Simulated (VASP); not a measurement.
# ZnSe (F-43m) in VASP: single point with PBE

Aim: the single point of ZnSe with PBE.

Everything below comes from runs of VASP 6.6.1. Logs are shortened: lines on timing, memory, paths and dates and some standing lists are left out, and cuts for length are marked.

### Step 1. The cell of the first run

The structure is cubic, space group F-43m (No. 216). Conventional cell: a = 5.665 Å, b = 5.665 Å, c = 5.665 Å, α = 90.00°, β = 90.00°, γ = 90.00°. Zn (site symmetry -43m) has 4 Se at 2.45 Å within 3.2 Å. Se (site symmetry -43m) has 4 Zn at 2.45 Å within 3.2 Å.

### Step 2. Single point, PBE

The input, INCAR:

```
PREC = Accurate
ENCUT = 500
EDIFF = 1E-6
ISMEAR = 0
SIGMA = 0.1
LREAL = False
LASPH = True
NELM = 120
ALGO = Normal
ISIF = 2
LWAVE = False
LCHARG = False
GGA = PE
NBANDS = 16
GGA_COMPAT = False
```

The input, KPOINTS:

```
Automatic mesh
0
Gamma
  6 6 6
```

The input, POSCAR:

```
ZnSe
1.0
    0.0000000000      2.8324425407      2.8324425407
    2.8324425407      0.0000000000      2.8324425407
    2.8324425407      2.8324425407      0.0000000000
Zn Se
1 1
Direct
    0.0000000000      0.0000000000      0.0000000000
    0.7500000000      0.7500000000      0.7500000000
```

Potentials or basis: VASP PAW PBE potentials, release 64 (Zn, Se).

Started as:

```console
$ cat potpaw_PBE.64/Zn/POTCAR potpaw_PBE.64/Se/POTCAR > POTCAR
$ mpirun -np 1 vasp_std > vasp.out
```

OUTCAR:

```text
PREC = Accurate
   ENCUT = 500
   EDIFF = 1E-6
   ISMEAR = 0
   LREAL = False
   LASPH = True
   NELM = 120
   ISIF = 2
   GGA = PE

 ion  position               nearest neighbor table
   1  0.000  0.000  0.000-   2 2.45   2 2.45   2 2.45   2 2.45
   2  0.750  0.750  0.750-   1 2.45   1 2.45   1 2.45   1 2.45

  LATTYP: Found a face centered cubic cell.
 ALAT       =     5.6648850814

  Lattice vectors:

 A1 = (   0.0000000000,   2.8324425407,   2.8324425407)
 A2 = (   2.8324425407,   0.0000000000,   2.8324425407)
 A3 = (   2.8324425407,   2.8324425407,   0.0000000000)

Analysis of symmetry for initial positions (statically):
=====================================================================
 Subroutine PRICEL returns:
 Original cell was already a primitive cell.

 Routine SETGRP: Setting up the symmetry group for a
 face centered cubic supercell.

 Subroutine GETGRP returns: Found 24 space group operations
 (whereof 24 operations were pure point group operations)
 out of a pool of 48 trial point group operations.

The static configuration has the point symmetry T_d .

Analysis of symmetry for dynamics (positions and initial velocities):
=====================================================================
 Subroutine PRICEL returns:
 Original cell was already a primitive cell.

 Routine SETGRP: Setting up the symmetry group for a
 face centered cubic supercell.

 Subroutine GETGRP returns: Found 24 space group operations
 (whereof 24 operations were pure point group operations)
 out of a pool of 48 trial point group operations.

The dynamic configuration has the point symmetry T_d .

 Subroutine INISYM returns: Found 24 space group operations
 (whereof 24 operations are pure point group operations),
 and found     1 'primitive' translations

----------------------------------------------------------------------------------------

                                     Primitive cell

  volume of cell :      45.4478

  direct lattice vectors                    reciprocal lattice vectors
     0.000000000  2.832442541  2.832442541    -0.176526088  0.176526088  0.176526088
     2.832442541  0.000000000  2.832442541     0.176526088 -0.176526088  0.176526088
     2.832442541  2.832442541  0.000000000     0.176526088  0.176526088 -0.176526088

  length of vectors
     4.005678656  4.005678656  4.005678656     0.305752153  0.305752153  0.305752153
[... 70 lines left out ...]
   ENCUT  =  500.0 eV  36.75 Ry    6.06 a.u.   7.30  7.30  7.30*2*pi/ulx,y,z
   NELM   =    120;   NELMIN=  2; NELMDL= -5     # of ELM steps
   EDIFF  = 0.1E-05   stopping-criterion for ELM
   LREAL  =      F    real-space projection
   EDIFFG = 0.1E-04   stopping-criterion for IOM
   NSW    =      0    number of steps for IOM
   IBRION =     -1    ionic relax: 0-MD 1-quasi-New 2-CG
   NFREE  =      0    steps in history (QN), initial steepest desc. (CG)
   ISIF   =      2    stress and relaxation
   ISYM   =      2    0-nonsym 1-usesym 2-fastsym
   POTIM  = 0.5000    time-step for ionic-motion
   TEBEG  =    0.0;   TEEND  =   0.0 temperature during run
   PSTRESS=    0.0 pullay stress
   NELECT =      18.0000    total number of electrons
   NUPDOWN=      -1.0000    fix difference up-down
   EMIN   =  10.00;   EMAX   =-10.00  energy-range for DOS
   EFERMI =   0.00;   METHOD = LEGACY
   ISMEAR =     0;   SIGMA  =   0.10  broadening in eV -4-tet -1-fermi 0-gaus
   EFERMI_NEDOS =   21; number of points for ismear=-14 and -15
   IALGO  =     38    algorithm
   IMIX   =      4    mixing-type and parameters
     AMIX     =   0.40;   BMIX     =  1.00
     AMIX_MAG =   1.60;   BMIX_MAG =  1.00
  volume/ion in A,a.u.               =      22.72       153.35
  Fermi-wavevector in a.u.,A,eV,Ry     =   1.202249  2.271922 19.665909  1.445404
  Thomas-Fermi vector in A             =   2.338036
   LORBIT       =      0    0 simple, 1 ext, 2 COOP (PROOUT), +10 PAW based schemes
   GGA     = PE    functional components
   LHFCALC =     F    Hartree Fock is set to
   AEXX    =    0.0000 exact exchange contribution
   IVDW    =     0    specifies the selected vdW correction
   LEPSILON=     F    determine dielectric tensor
   LRPA    =     F    only Hartree local field effects (RPA)
 non-spin polarized calculation
 Gauss-broadening in eV      SIGMA  =   0.10
  energy-cutoff  :      500.00
  volume of cell :       45.45
 maximum number of plane-waves:      1167
 NGX is ok and might be reduce to    30
   NGX = 15   NGY = 15   NGZ = 15

 number of electron      18.0000011 magnetization

 Free energy of the ion-electron system (eV)
  ---------------------------------------------------
  ext. energy  EPLUGINS =         0.00000000
  ---------------------------------------------------
  free energy    TOTEN  =        -6.01381605 eV

  energy without entropy =       -6.01381605  energy(sigma->0) =       -6.01381605

 E-fermi :   2.0582     XC(G=0):  -9.3267

 val. band max:        1.6290433168   @ k =   0.0000   0.0000   0.0000
 cond. band min:       2.9236433839   @ k =   0.0000   0.0000   0.0000
 fundamental gap:      1.2946000670
 Fermi energy:         2.0582093453

 k-point     1 :       0.0000    0.0000    0.0000
  band No.  band energies     occupation
      1     -11.6388      2.00000
      2      -4.9256      2.00000
      3      -4.9256      2.00000
      4      -4.9256      2.00000
      5      -4.5548      2.00000
      6      -4.5548      2.00000
[... 281 lines left out ...]
      3      -4.7084      2.00000
      4      -4.6357      2.00000
      5      -4.5404      2.00000
      6      -4.2829      2.00000
[... 8 lines left out ...]
     15      15.3925      0.00000
     16      15.8167      0.00000

------------------------ aborting loop because EDIFF is reached ----------------------------------------

  FORCE on cell =-STRESS in cart. coord.  units (eV):
  Direction    XX          YY          ZZ          XY          YZ          ZX
  --------------------------------------------------------------------------------------
  -------------------------------------------------------------------------------------
  Total        0.6977879      0.6977879      0.6977879      0.0000000     -0.0000000      0.0000000
  in kB       24.5991824     24.5991824     24.5991824      0.0000000     -0.0000000      0.0000000
  external PRESSURE =      24.5991824 kB  Pullay stress =       0.0000000 kB

 VOLUME and BASIS-vectors are now :
 -----------------------------------------------------------------------------
  energy-cutoff  :      500.00
  volume of cell :       45.45
      direct lattice vectors                 reciprocal lattice vectors
     0.000000000  2.832442541  2.832442541    -0.176526088  0.176526088  0.176526088
     2.832442541  0.000000000  2.832442541     0.176526088 -0.176526088  0.176526088
     2.832442541  2.832442541  0.000000000     0.176526088  0.176526088 -0.176526088

 POSITION                                       TOTAL-FORCE (eV/Angst)
 -----------------------------------------------------------------------------------
      0.00000      0.00000      0.00000         0.000000      0.000000      0.000000
      4.24866      4.24866      4.24866        -0.000000     -0.000000     -0.000000
 -----------------------------------------------------------------------------------
    total drift:                                0.000000      0.000000      0.000000

  FREE ENERGIE OF THE ION-ELECTRON SYSTEM (eV)
  ---------------------------------------------------
  free  energy   TOTEN  =        -6.0138160534 eV

  energy  without entropy=       -6.0138160534  energy(sigma->0) =       -6.01381605
```

stdout:

```text
POSCAR found type information on POSCAR ZnSe
 POSCAR found :  2 types and       2 ions
 scaLAPACK will be used
 LDA part: xc-table for (Slater+PW92), standard interpolation
 POSCAR, INCAR and KPOINTS ok, starting setup
 FFT: planning ... GRIDC
 FFT: planning ... GRID_SOFT
 FFT: planning ... GRID
 WAVECAR not read
 entering main loop
```

Run time: 9.5 s. Hardware: 1 thread of Intel Xeon 6975P-C (Granite Rapids), shared host; peak memory 0.17 GiB.

What came out:

```
Free energy            : -6.0138 eV
Pressure               : 2.5 GPa
Band gap on the k mesh : 1.29 eV
```
